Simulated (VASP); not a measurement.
Input of a VASP 6.6.1 run:

File INCAR:

```
PREC     = Accurate       # precision mode
ENCUT    = 520            # plane-wave cutoff, eV
EDIFF    = 1E-6           # SCF threshold, eV
ISMEAR   = 0              # smearing method
SIGMA    = 0.1            # smearing width, eV
LREAL    = F              # projectors in reciprocal space
LASPH    = T              # aspherical terms in the spheres
NELM     = 80             # most SCF steps
ALGO     = Normal         # electronic algorithm
ISIF     = 2              # what is computed and relaxed
LWAVE    = F              # write WAVECAR
LCHARG   = F              # write CHGCAR
GGA      = PE             # functional
NBANDS   = 20             # bands
```

Contents of KPOINTS:

```
regular mesh
0
Gamma
  6 6 6
```

File POSCAR:

```
Si3Ag
1.0
   -2.5480560600      2.5480560600      2.5480560600
    2.5480560600     -2.5480560600      2.5480560600
    2.5480560600      2.5480560600     -2.5480560600
Si Ag
3 1
Direct
    0.0000000000      0.5000000000      0.5000000000
    0.5000000000      0.0000000000      0.5000000000
    0.5000000000      0.5000000000      0.0000000000
    0.0000000000      0.0000000000      0.0000000000
```

Potentials or basis: VASP PAW PBE potentials, release 64 (Si, Ag).

Run with:

```bash
$ cat potpaw_PBE.64/Si/POTCAR potpaw_PBE.64/Ag/POTCAR > POTCAR
$ mpirun -np 1 vasp_std > vasp.out
```

(1) Estimate the band gap on the k mesh.

(2) What does it give for the pressure?

## Answers

(1) zero (an odd number of electrons rules out a gap without spin polarisation).

(2) 3.1 GPa.

Caveat: the cell stands under pressure.
